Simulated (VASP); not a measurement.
A run of VASP 6.6.1:

File POSCAR:

```
ZnS
1.0
    0.0000000000      5.0620454666      5.0620454666
    5.0620454666      0.0000000000      5.0620454666
    5.0620454666      5.0620454666      0.0000000000
Zn S
8 8
Direct
   -0.0058436852      0.0313128361     -0.0155170475
   -0.0031222556     -0.0026659184      0.5148335820
    0.0284131190      0.5244813618     -0.0321712835
   -0.0340185605      0.5238181912      0.4830084036
    0.4911025625     -0.0422717460      0.0343249584
    0.4694465934      0.0161436717      0.4873899328
    0.5309874275      0.4659143257      0.0174955955
    0.4878054763      0.4881407163      0.4926564798
    0.2018990163      0.2806061323      0.2654527718
    0.2861122069      0.2042036182      0.7955746400
    0.2867318181      0.6825230083      0.2339648089
    0.2593361732      0.7850228779      0.7230271881
    0.7567788605      0.2196459924      0.2891830999
    0.7478467005      0.2941688315      0.7603633799
    0.7315332358      0.8005017985      0.2197812144
    0.8016053050      0.7233887021      0.7493187339
```

INCAR.step1

```
SYSTEM = ZnS
PREC     = Accurate       ! precision mode
ENCUT    = 520            ! plane-wave cutoff, eV
ISMEAR   = -1             ! smearing method
SIGMA    = 0.039          ! smearing width, eV
LREAL    = Auto         
LASPH    = .True.         ! aspherical terms in the spheres
NELM     = 80             ! most SCF steps
NBANDS   = 86             ! bands
GGA      = PE             ! functional
ALGO     = Normal         ! electronic algorithm
EDIFF    = 1E-4           ! SCF threshold, eV
LWAVE    = .True.         ! write WAVECAR
LCHARG   = .False.        ! write CHGCAR
```

INCAR.step2

```
SYSTEM = ZnS
PREC     = Accurate       ! precision mode
ENCUT    = 520            ! plane-wave cutoff, eV
EDIFF    = 1E-6           ! SCF threshold, eV
ISMEAR   = -1             ! smearing method
SIGMA    = 0.039          ! smearing width, eV
LREAL    = Auto         
LASPH    = .True.         ! aspherical terms in the spheres
NELM     = 80             ! most SCF steps
ALGO     = Normal         ! electronic algorithm
ISIF     = 2              ! what is computed and relaxed
LWAVE    = .False.        ! write WAVECAR
LCHARG   = .False.        ! write CHGCAR
METAGGA  = R2SCAN         ! meta-GGA
LMIXTAU  = .True.       
NBANDS   = 86             ! bands
ISTART   = 1
```

KPOINTS

```
Automatic mesh
0
Gamma
  2 2 2
  0 0 0
```

Potentials or basis: VASP PAW PBE potentials, release 64 (Zn, S).

The run is started by

```console
$ cat potpaw_PBE.64/Zn/POTCAR potpaw_PBE.64/S/POTCAR > POTCAR
$ cp INCAR.step1 INCAR
$ mpirun -np 1 vasp_std > vasp.out
$ cp INCAR.step2 INCAR
$ mpirun -np 1 vasp_std > vasp.out
```

Hardware: 1 thread of Intel(R) Xeon(R) 6975P-C (Granite Rapids) (shared host).

How long does it take, and how much memory?

Wall time 10 min on 1 thread of Intel(R) Xeon(R) 6975P-C (Granite Rapids), on a shared host, peak memory 0.47 GiB. Counts: k points 8.
